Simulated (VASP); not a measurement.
# Cd3InO (P4mm) in VASP: further runs, part 3 of 3

VASP 6.6.1. Earlier steps stand in the parts before.

### Step 4. Relaxation of cell and atoms, PBE

Input file INCAR:

```
SYSTEM = Cd3InO
  ALGO = Normal
  EDIFF = 1E-6
  EDIFFG = -0.04
  ENCUT = 600
  GGA = PE
  IBRION = 2
  ISIF = 3
  ISMEAR = 0
  LASPH = .TRUE.
  LCHARG = .FALSE.
  LREAL = .FALSE.
  LWAVE = .FALSE.
  NELM = 60
  NSW = 90
  PREC = Accurate
  SIGMA = 0.1
```

Input file KPOINTS:

```
k-points
0
G
  4 4 4
  0 0 0
```

Input file POSCAR:

```
Cd3InO
1.0
    3.9287339700      0.0000000000      0.0000000000
    0.0000000000      3.9287339700      0.0000000000
    0.0000000000      0.0000000000      6.6852133600
Cd In O
3 1 1
Direct
    0.0000000000      0.0000000000      0.7124063800
    0.5000000000      0.0000000000      0.4414189600
    0.0000000000      0.5000000000      0.4414189600
    0.0000000000      0.0000000000      0.0193621900
    0.0000000000      0.0000000000      0.4644610600
```

Potentials or basis: VASP PAW PBE potentials, release 64 (Cd, In_d, O).

Command:

```
> cat potpaw_PBE.64/Cd/POTCAR potpaw_PBE.64/In_d/POTCAR potpaw_PBE.64/O/POTCAR > POTCAR
> mpirun -np 1 vasp_std > vasp.out
```

OUTCAR:

```text
SYSTEM = Cd3InO
   EDIFF = 1E-6
   EDIFFG = -0.04
   ENCUT = 600
   GGA = PE
   IBRION = 2
   ISIF = 3
   ISMEAR = 0
   LASPH = .TRUE.
   LREAL = .FALSE.
   NELM = 60
   NSW = 90
   PREC = Accurate

 ion  position               nearest neighbor table
   1  0.000  0.000  0.712-   5 1.66   4 2.05   2 2.67   3 2.67   3 2.67   2 2.67
   2  0.500  0.000  0.441-   5 1.97   5 1.97   1 2.67   1 2.67   3 2.78   3 2.78   3 2.78   3 2.78
                             4 3.44   4 3.44
   3  0.000  0.500  0.441-   5 1.97   5 1.97   1 2.67   1 2.67   2 2.78   2 2.78   2 2.78   2 2.78
                             4 3.44   4 3.44
   4  0.000  0.000  0.019-   1 2.05   5 2.98   3 3.44   2 3.44   3 3.44   2 3.44
   5  0.000  0.000  0.464-   1 1.66   2 1.97   3 1.97   3 1.97   2 1.97   4 2.98

  LATTYP: Found a simple tetragonal cell.
 ALAT       =     3.9287339700
 C/A-ratio  =     1.7016202703

  Lattice vectors:

 A1 = (   3.9287339700,   0.0000000000,   0.0000000000)
 A2 = (   0.0000000000,   3.9287339700,   0.0000000000)
 A3 = (   0.0000000000,   0.0000000000,   6.6852133600)

Analysis of symmetry for initial positions (statically):
=====================================================================
 Subroutine PRICEL returns:
 Original cell was already a primitive cell.

 Routine SETGRP: Setting up the symmetry group for a
 simple tetragonal supercell.

 Subroutine GETGRP returns: Found  8 space group operations
 (whereof  8 operations were pure point group operations)
 out of a pool of 16 trial point group operations.

The static configuration has the point symmetry C_4v.

Analysis of symmetry for dynamics (positions and initial velocities):
=====================================================================
 Subroutine PRICEL returns:
 Original cell was already a primitive cell.

 Routine SETGRP: Setting up the symmetry group for a
 simple tetragonal supercell.

 Subroutine GETGRP returns: Found  8 space group operations
 (whereof  8 operations were pure point group operations)
 out of a pool of 16 trial point group operations.

The dynamic configuration has the point symmetry C_4v.

 Subroutine INISYM returns: Found  8 space group operations
 (whereof  8 operations are pure point group operations),
 and found     1 'primitive' translations
[... 102 lines left out ...]
   POTIM  = 0.5000    time-step for ionic-motion
   TEBEG  =    0.0;   TEEND  =   0.0 temperature during run
   PSTRESS=    0.0 pullay stress
   NELECT =      55.0000    total number of electrons
   NUPDOWN=      -1.0000    fix difference up-down
   EMIN   =  10.00;   EMAX   =-10.00  energy-range for DOS
   EFERMI =   0.00;   METHOD = LEGACY
   ISMEAR =     0;   SIGMA  =   0.10  broadening in eV -4-tet -1-fermi 0-gaus
   EFERMI_NEDOS =   21; number of points for ismear=-14 and -15
   IALGO  =     38    algorithm
   IMIX   =      4    mixing-type and parameters
     AMIX     =   0.40;   BMIX     =  1.00
     AMIX_MAG =   1.60;   BMIX_MAG =  1.00
  volume/ion in A,a.u.               =      20.64       139.27
  Fermi-wavevector in a.u.,A,eV,Ry     =   1.327360  2.508348 23.971913  1.761886
  Thomas-Fermi vector in A             =   2.456679
   LORBIT       =      0    0 simple, 1 ext, 2 COOP (PROOUT), +10 PAW based schemes
   GGA     = PE    functional components
   LHFCALC =     F    Hartree Fock is set to
   AEXX    =    0.0000 exact exchange contribution
   IVDW    =     0    specifies the selected vdW correction
   LEPSILON=     F    determine dielectric tensor
   LRPA    =     F    only Hartree local field effects (RPA)
 conjugate gradient relaxation of ions
 non-spin polarized calculation
 Gauss-broadening in eV      SIGMA  =   0.10
  energy-cutoff  :      600.00
  volume of cell :      103.19
 maximum number of plane-waves:      3466
 NGX is ok and might be reduce to    32
   NGX = 15   NGY = 15   NGZ = 27

--------------------------------------- Ionic step        1  -------------------------------------------

 number of electron      54.9999997 magnetization

 Free energy of the ion-electron system (eV)
  ---------------------------------------------------
  ext. energy  EPLUGINS =         0.00000000
  ---------------------------------------------------
  free energy    TOTEN  =         2.33665040 eV

  energy without entropy =        2.35218372  energy(sigma->0) =        2.34441706

 E-fermi :   4.2901     XC(G=0): -10.2361

 val. band max:        4.2733561616   @ k =   0.2500   0.2500   0.5000
 cond. band min:       4.3535964704   @ k =   0.5000   0.0000   0.0000
 fundamental gap:      0.0802403088
 Fermi energy:         4.2901041377
[... 1411 lines left out ...]
  FREE ENERGIE OF THE ION-ELECTRON SYSTEM (eV)
  ---------------------------------------------------
  free  energy   TOTEN  =        -8.9214435314 eV

  energy  without entropy=       -8.9049314472  energy(sigma->0) =       -8.91318749

[... ionic steps 4 to 26 ...]

--------------------------------------- Ionic step       27  -------------------------------------------

 number of electron      55.0000026 magnetization

------------------------ aborting loop because EDIFF is reached ----------------------------------------
[... 73 lines left out ...]
--------------------------------------- Ionic step       29  -------------------------------------------

 number of electron      55.0000033 magnetization

 Free energy of the ion-electron system (eV)
  ---------------------------------------------------
  ext. energy  EPLUGINS =         0.00000000
  ---------------------------------------------------
  free energy    TOTEN  =       -10.08907824 eV

  energy without entropy =      -10.07441132  energy(sigma->0) =      -10.08174478

 E-fermi :   1.8363     XC(G=0):  -8.7943

 val. band max:        1.7600762184   @ k =   0.5000   0.2500   0.2500
 cond. band min:       1.8397483704   @ k =   0.5000   0.5000   0.0000
 fundamental gap:      0.0796721520
 Fermi energy:         1.8363462811
[... 678 lines left out ...]
  FREE ENERGIE OF THE ION-ELECTRON SYSTEM (eV)
  ---------------------------------------------------
  free  energy   TOTEN  =       -10.0890782428 eV

  energy  without entropy=      -10.0744113217  energy(sigma->0) =      -10.08174478

 reached required accuracy - stopping structural energy minimisation
```

CONTCAR:

```text
Cd3InO
   1.00000000000000
     4.0121038562702367   -0.0000000000000000    0.0000000000000000
     0.0000000000000000    4.0121038562702367    0.0000000000000000
     0.0000000000000000    0.0000000000000000    8.7597640443045304
  Cd              In              O
     3     1     1
Direct
     0.0000000000000000    0.0000000000000000    0.7477643952410362
     0.5000000000000000    0.0000000000000000    0.4708986749460604
     0.0000000000000000    0.5000000000000000    0.4708986749460604
     0.0000000000000000    0.0000000000000000    0.0740421367676682
     0.0000000000000000    0.0000000000000000    0.3154636680991726

  0.00000000E+00  0.00000000E+00  0.00000000E+00
  0.00000000E+00  0.00000000E+00  0.00000000E+00
  0.00000000E+00  0.00000000E+00  0.00000000E+00
  0.00000000E+00  0.00000000E+00  0.00000000E+00
  0.00000000E+00  0.00000000E+00  0.00000000E+00
```

It took 12 min on 1 thread of Intel Xeon 6975P-C (Granite Rapids), shared host; peak memory 0.27 GiB.

What came out:

| Property | Result |
| --- | --- |
| Free energy | -10.0891 eV |
| Relaxed volume | 28.20 Å³/atom |
| Relaxed cell | a = 4.012 Å, b = 4.012 Å, c = 8.760 Å, α = 90.00°, β = 90.00°, γ = 90.00° |
| Space group after relaxing (to 0.1 Å) | P4mm (No. 99) |
| Energy gained by relaxing | 2485.1 meV/atom |
| Ionic steps | 29 |
| Pressure after relaxing | -0.1 GPa |
| Largest force after relaxing | 0.038 eV/Å |
| Band gap on the k mesh | zero (an odd number of electrons rules out a gap without spin polarisation) |

Forces in eV/Å, atoms in the order of the input:
```
Cd   0.000  0.000 -0.003
Cd   0.000  0.000 -0.022
Cd   0.000  0.000 -0.022
In   0.000  0.000  0.009
O    0.000  0.000  0.038
```

Stress tensor (GPa, compression positive):
```
-0.11  0.00  0.00
 0.00 -0.11  0.00
 0.00  0.00  0.03
```

Step by step:
```tsv
step	energy change (eV)	largest force (eV/Å)	pressure (GPa)	volume (Å³)
1	0.0000	16.7781	65.32	103.19
2	-8.4080	1.2377	-8.04	278.04
3	-11.2581	1.0644	-0.19	169.51
4	-11.2618	1.0588	-0.44	171.28
5	-11.2626	1.0534	-0.68	172.86
6	-11.3671	1.1874	-0.53	170.37
7	-11.6519	0.9582	0.04	163.04
8	-10.2732	12.5262	7.98	148.97
9	-11.6627	0.8923	0.21	161.95
10	-11.6034	3.4694	2.12	155.38
11	-11.6986	1.0574	0.54	160.03
12	-11.7060	1.6494	0.93	158.45
13	-11.7497	1.8949	0.95	157.90
14	-11.8238	2.8606	1.12	156.28
15	-11.9371	2.3842	0.61	156.50
16	-12.1746	1.1853	-0.79	157.10
17	-12.2082	0.4511	-2.86	157.92
18	-12.2666	0.1851	-2.04	157.60
19	-12.3031	0.2084	-1.78	154.73
20	-12.3661	0.4428	-0.57	146.30
21	-12.3685	0.5187	-0.17	144.06
22	-12.3826	0.4840	-0.05	143.33
23	-12.4093	0.3341	0.35	141.12
24	-12.3511	0.3723	1.63	136.68
25	-12.4106	0.2864	0.52	140.49
26	-12.4193	0.1095	-0.11	141.84
27	-12.4194	0.1124	-0.13	141.88
28	-12.4219	0.0831	-0.11	141.66
29	-12.4257	0.0379	-0.06	141.01
```

Final structure:
```
Cd In O
1.0
     4.01210    0.00000    0.00000
     0.00000    4.01210    0.00000
     0.00000    0.00000    8.75976
Cd In O
3 1 1
Cartesian
  0.0000 0.0000 6.5502
  2.0061 0.0000 4.1250
  0.0000 2.0061 4.1250
  0.0000 0.0000 0.6486
  0.0000 0.0000 2.7634
```

Levels at points of the mesh, in eV from the Fermi level:
```
           k point  band 23  band 24  band 25  band 26  band 27  band 28  band 29  band 30  band 31  band 32
(0.00, 0.00, 0.00)    -6.02    -3.35    -3.35    -2.79    -2.27     2.39     3.20     3.20     4.07     4.15
(0.50, 0.00, 0.00)    -5.60    -4.61    -3.08    -2.16    -1.73    -0.62    -0.38     1.59     4.26     4.94
(0.50, 0.50, 0.00)    -4.36    -4.36    -3.11    -1.26    -0.64    -0.64     0.00     0.65     0.65     1.88
(0.00, 0.00, 0.50)    -5.43    -4.19    -3.34    -3.34    -0.43     0.60     2.99     2.99     4.22     4.44
(0.50, 0.00, 0.50)    -5.56    -3.73    -3.29    -3.07    -2.43    -0.22     1.34     1.72     2.56     4.37
(0.50, 0.50, 0.50)    -4.34    -4.34    -2.67    -1.26    -1.24    -0.87    -0.87     1.04     1.04     3.46
```

Caveat: the k points lie up to 0.39 Å⁻¹ apart in the final cell, too coarse for converged energies and pressures of a metal; the volume moved by over 15 % at a fixed basis, so the end points are rough; spin-orbit coupling is left out, which moves the levels of the heavy elements; an odd number of electrons without spin polarisation forces a metal; a magnetic or distorted state may lie lower.

### Step 5. Single point, PBE, collinear spin, ferromagnetic start

This run uses another cell than the first one, of 29.64 Å³/atom.

Input file INCAR:

```
SYSTEM = Cd3InO
  PREC = Accurate
  ENCUT = 520
  EDIFF = 1E-6
  ISMEAR = 0
  SIGMA = 0.1
  LREAL = .False.
  LASPH = .True.
  NELM = 150
  ALGO = Normal
  ISIF = 2
  LWAVE = .False.
  LCHARG = .False.
  ISPIN = 2
  MAGMOM = 0 0 0 0 1
  LORBIT = 11
  GGA = PE
  NBANDS = 40
```

Input file KPOINTS:

```
Automatic mesh
0
Gamma
  4 4 2
  0 0 0
```

Input file POSCAR:

```
Cd3InO
1.0
    4.2077370978      0.0000000000      0.0000000000
    0.0000000000      4.2077370978      0.0000000000
    0.0000000000      0.0000000000      8.3710259127
Cd In O
3 1 1
Direct
    0.0000000000      0.0000000000      0.7619357388
    0.5000000000      0.0000000000      0.3540408741
    0.0000000000      0.5000000000      0.3540408741
    0.0000000000      0.0000000000      0.0976721313
    0.0000000000      0.0000000000      0.5113779317
```

Command:

```
> cat potpaw_PBE.64/Cd/POTCAR potpaw_PBE.64/In_d/POTCAR potpaw_PBE.64/O/POTCAR > POTCAR
> mpirun -np 1 vasp_std > vasp.out
```

It took 70 s on 1 thread of Intel Xeon 6975P-C (Granite Rapids), shared host; peak memory 0.33 GiB.

The run converged. Its results:

| Quantity | Value |
| --- | --- |
| Free energy | -10.1801 eV |
| Pressure | 0.3 GPa |
| Largest force | 0.134 eV/Å |
| Net moment | 0.00 μB per cell |
| Valence electrons inside the program's atomic spheres | Cd 10.29; In 11.34; O 4.88 |

Forces on the atoms (eV/Å):
```
Cd   0.000  0.000  0.134
Cd   0.000  0.000 -0.003
Cd   0.000  0.000 -0.003
In   0.000  0.000 -0.001
O    0.000  0.000 -0.128
```

Stress tensor (GPa, compression positive):
```
0.13 0.00 0.00
0.00 0.13 0.00
0.00 0.00 0.65
```

Levels at points of the mesh, in eV from the Fermi level:
Spin up:
| k point | band 25 | band 26 | band 27 | band 28 | band 29 | band 30 |
| --- | --- | --- | --- | --- | --- | --- |
| (0.00, 0.00, 0.00) | -2.97 | -2.37 | -1.59 | 2.27 | 2.27 | 3.09 |
| (0.50, 0.00, 0.00) | -2.71 | -2.12 | -1.31 | 0.00 | 0.21 | 1.80 |
| (0.50, 0.50, 0.00) | -3.69 | -1.26 | -1.26 | -0.89 | 0.04 | 1.52 |
| (0.00, 0.00, 0.50) | -2.95 | -2.95 | -0.03 | 1.43 | 2.13 | 2.13 |
| (0.50, 0.00, 0.50) | -2.82 | -2.69 | -2.39 | 0.50 | 1.62 | 2.29 |
| (0.50, 0.50, 0.50) | -3.23 | -1.45 | -1.45 | -1.18 | -0.88 | 1.80 |
Spin down:
| k point | band 23 | band 24 | band 25 | band 26 | band 27 | band 28 | band 29 | band 30 | band 31 | band 32 |
| --- | --- | --- | --- | --- | --- | --- | --- | --- | --- | --- |
| (0.00, 0.00, 0.00) | -4.83 | -2.97 | -2.97 | -2.37 | -1.59 | 2.27 | 2.27 | 3.09 | 3.16 | 4.51 |
| (0.50, 0.00, 0.00) | -5.11 | -4.22 | -2.71 | -2.12 | -1.31 | 0.00 | 0.21 | 1.80 | 3.57 | 4.41 |
| (0.50, 0.50, 0.00) | -3.94 | -3.94 | -3.69 | -1.26 | -1.26 | -0.89 | 0.04 | 1.52 | 1.52 | 2.38 |
| (0.00, 0.00, 0.50) | -4.28 | -3.85 | -2.95 | -2.95 | -0.03 | 1.43 | 2.13 | 2.13 | 3.17 | 4.87 |
| (0.50, 0.00, 0.50) | -5.04 | -3.57 | -2.82 | -2.69 | -2.39 | 0.50 | 1.62 | 2.29 | 3.02 | 3.42 |
| (0.50, 0.50, 0.50) | -3.90 | -3.90 | -3.23 | -1.45 | -1.45 | -1.18 | -0.88 | 1.80 | 1.80 | 3.68 |

Caveat: the k points lie up to 0.38 Å⁻¹ apart; spin-orbit coupling is left out, which moves the levels of the heavy elements.

### Step 6. Single point, PBE, collinear spin, ferromagnetic start

Input file INCAR:

```
PREC     = Accurate       # precision mode
ENCUT    = 520            # plane-wave cutoff, eV
EDIFF    = 1E-7           # SCF threshold, eV
ISMEAR   = 0              # smearing method
SIGMA    = 0.1            # smearing width, eV
LREAL    = False          # projectors in reciprocal space
LASPH    = True           # aspherical terms in the spheres
NELM     = 150            # most SCF steps
ALGO     = Normal         # electronic algorithm
ISIF     = 2              # what is computed and relaxed
LWAVE    = False          # write WAVECAR
LCHARG   = True           # write CHGCAR
ISPIN    = 2              # spin polarisation
MAGMOM   = 0 0 0 0 1      # initial moments
LORBIT   = 11             # projections on sites
GGA      = PE             # functional
LELF     = True           # ELF
LVHAR    = True         
NBANDS   = 40             # bands
```

Input file KPOINTS:

```
Automatic mesh
0
Gamma
  4 4 4
```

Input file POSCAR:

```
Cd3InO
1.0
    3.9287339700      0.0000000000      0.0000000000
    0.0000000000      3.9287339700      0.0000000000
    0.0000000000      0.0000000000      6.6852133600
Cd In O
3 1 1
Direct
    0.0000000000      0.0000000000      0.7124063800
    0.5000000000      0.0000000000      0.4414189600
    0.0000000000      0.5000000000      0.4414189600
    0.0000000000      0.0000000000      0.0193621900
    0.0000000000      0.0000000000      0.4644610600
```

Potentials or basis: VASP PAW PBE potentials, release 64 (Cd, In_d, O).

Command:

```
> cat potpaw_PBE.64/Cd/POTCAR potpaw_PBE.64/In_d/POTCAR potpaw_PBE.64/O/POTCAR > POTCAR
> mpirun -np 1 vasp_std > vasp.out
```

It took 2 min on 1 thread of Intel Xeon 6975P-C (Granite Rapids), shared host; peak memory 0.29 GiB.

It converged, with:

| Item | Value |
| --- | --- |
| Free energy | 2.3411 eV |
| Pressure | 65.4 GPa |
| Largest force | 16.781 eV/Å |
| Net moment | 0.00 μB per cell |
| Valence electrons inside the program's atomic spheres | Cd 11.18, 10.58 (each value once); In 11.66; O 5.33 |

Forces on the atoms (eV/Å):
```
Cd    0.000   0.000   8.638
Cd    0.000   0.000  -3.346
Cd    0.000   0.000  -3.346
In    0.000   0.000  14.835
O     0.000   0.000 -16.781
```

Stress tensor (GPa, compression positive):
```
 41.85   0.00   0.00
  0.00  41.85   0.00
  0.00   0.00 112.54
```

Levels at points of the mesh, in eV from the Fermi level:
Spin up:
| k point | band 25 | band 26 | band 27 | band 28 | band 29 | band 30 | band 31 | band 32 |
| --- | --- | --- | --- | --- | --- | --- | --- | --- |
| (0.00, 0.00, 0.00) | -6.83 | -2.89 | -1.28 | 2.60 | 2.60 | 3.36 | 4.94 | 5.73 |
| (0.50, 0.00, 0.00) | -5.56 | -1.34 | -0.79 | -0.41 | 0.06 | 0.85 | 3.92 | 5.37 |
| (0.50, 0.50, 0.00) | -4.50 | -2.23 | -0.31 | -0.31 | 0.60 | 0.60 | 1.21 | 3.52 |
| (0.00, 0.00, 0.50) | -5.71 | -4.32 | 0.31 | 2.21 | 2.98 | 2.98 | 3.49 | 4.14 |
| (0.50, 0.00, 0.50) | -4.89 | -2.63 | -2.56 | -0.06 | 1.94 | 3.25 | 3.91 | 4.50 |
| (0.50, 0.50, 0.50) | -4.23 | -2.20 | -1.53 | -1.53 | -0.34 | 1.73 | 1.73 | 3.09 |
Spin down:
```csv
k point,band 26,band 27,band 28,band 29,band 30,band 31
"(0.00, 0.00, 0.00)",-2.89,-1.28,2.60,2.60,3.36,4.94
"(0.50, 0.00, 0.00)",-1.34,-0.79,-0.41,0.06,0.85,3.92
"(0.50, 0.50, 0.00)",-2.23,-0.31,-0.31,0.60,0.60,1.21
"(0.00, 0.00, 0.50)",-4.32,0.31,2.21,2.98,2.98,3.49
"(0.50, 0.00, 0.50)",-2.63,-2.56,-0.06,1.94,3.25,3.91
"(0.50, 0.50, 0.50)",-2.20,-1.53,-1.53,-0.34,1.73,1.73
```

Caveat: the k points lie up to 0.40 Å⁻¹ apart; spin-orbit coupling is left out, which moves the levels of the heavy elements; forces of over 1 eV/Å act on the atoms, so gaps and moduli don't describe the material at rest.

### Step 7. Overview

```csv
task,spin,cell,k mesh,cutoff (eV),gap on the mesh (eV),pressure (GPa),moment (μB),largest force (eV/Å)
single point,off,"a = 3.929, b = 3.929, c = 6.685 Å, 5 atoms, atomic positions A",4 × 4 × 4,520,none,65.4,-,16.78
single point,off,"a = 4.208, b = 4.208, c = 8.371 Å, 5 atoms, atomic positions B",4 × 4 × 4,520,none,0.3,-,0.16
relaxation of cell and atoms,off,"relaxed from a = 3.929, b = 3.929, c = 6.685 Å, 5 atoms, atomic positions A",4 × 4 × 4,600,none,-0.1,-,0.04
single point,"collinear, ferromagnetic start","a = 4.208, b = 4.208, c = 8.371 Å, 5 atoms, atomic positions B",4 × 4 × 2,520,none,0.3,0.00,0.13
single point,"collinear, ferromagnetic start","a = 3.929, b = 3.929, c = 6.685 Å, 5 atoms, atomic positions A",4 × 4 × 4,520,none,65.4,0.00,16.78
```

Alike in all rows: level PBE; potentials or basis VASP PAW PBE potentials, release 64 (Cd, In_d, O); smearing gaussian 0.1 eV.

Caveats: all runs use coarse meshes; spin-orbit coupling is left out, which moves the levels of the heavy elements; an odd number of electrons without spin polarisation forces a metal (at least some runs); a magnetic or distorted state may lie lower (at least some runs); the volume moved by over 15 % at a fixed basis, so the end points are rough (at least some runs); forces of over 1 eV/Å act on the atoms, so gaps and moduli don't describe the material at rest (at least some runs).

Total energies depend on the potentials used, so only differences within one code and one set of settings carry meaning.
